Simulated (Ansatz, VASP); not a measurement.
# Au in VASP and in Ansatz

The input INCAR:

```
PREC     = Accurate       # precision mode
ENCUT    = 500            # plane-wave cutoff, eV
EDIFF    = 1E-6           # SCF threshold, eV
ISMEAR   = -1             # smearing method
SIGMA    = 0.1            # smearing width, eV
LREAL    = False          # projectors in reciprocal space
LASPH    = True           # aspherical terms in the spheres
NELM     = 200            # most SCF steps
ALGO     = Normal         # electronic algorithm
ISIF     = 2              # what is computed and relaxed
LWAVE    = False          # write WAVECAR
LCHARG   = True           # write CHGCAR
MAGMOM   = 0 0 0          # initial moments
LORBIT   = 11             # projections on sites
LSORBIT  = True           # spin-orbit coupling
GGA_COMPAT= False        
LORBMOM  = True         
LMAXMIX  = 4              # l up to which the mixer works
GGA      = LIBXC          # functional
LIBXC1   = GGA_X_PBE    
LIBXC2   = GGA_C_LYP    
LVHAR    = True         
NBANDS   = 22             # bands
```

Contents of KPOINTS:

```
regular mesh
0
Gamma
  8 8 8
```

The input POSCAR:

```
Au
1.0
    0.0000000000      2.0350000000      2.0350000000
    2.0350000000      0.0000000000      2.0350000000
    2.0350000000      2.0350000000      0.0000000000
Au
1
Direct
    0.0000000000      0.0000000000      0.0000000000
```

Contents of input.yaml:

```yaml
crystal:
  lattice: { a: 4.07, b: 4.07, c: 4.07, alpha: 90.0, beta: 90.0, gamma: 90.0 }
  space_group: 225
  setting: { hermann_mauguin: Fm-3m }
  reduce_to_primitive: true
  atoms:
    - { symbol: Au, position: [0.0, 0.0, 0.0] }
kpoints:
  mp_grid: { grid: [8, 8, 8] }
scf:
  occupations: { method: fermi_dirac, width: 0.1 }
hamiltonian:
  xc: { exchange: pbe, correlation: lyp }
  pseudopotentials: { kind: all_electron, lapw: { basis_error: 0.0005 } }
magnetization:
  noncollinear: true
  spin_orbit: true
output:
  forces: true
  stress: true
  eigenvalues: true
  populations: true
```

Alike in both runs: functional pbe exchange, lyp correlation; k mesh 8 × 8 × 8; occupations fermi-dirac, width 0.1 eV; non-collinear spin, spin-orbit coupling.

|  | VASP | Ansatz |
| --- | --- | --- |
| version | VASP 6.6.1 | Ansatz 0.2.0 |
| potentials or method | VASP PAW PBE potentials, release 64 (Au), cutoff 500 eV | all-electron LAPW, relativistic spinors |
| task | single point | atomic charges |

```csv
,VASP,Ansatz,Ansatz less VASP
pressure (GPa),22.4,22.4,0.00
net moment per atom (μB),0.00,0.00,0.000
```

VASP's potentials were made for PBE, not for pbe exchange, lyp correlation. Ansatz ran all-electron here, and VASP with PAW potentials.

Noted on Ansatz's run: the k mesh is thin for a metal, which can move the energy by tens of meV per atom.
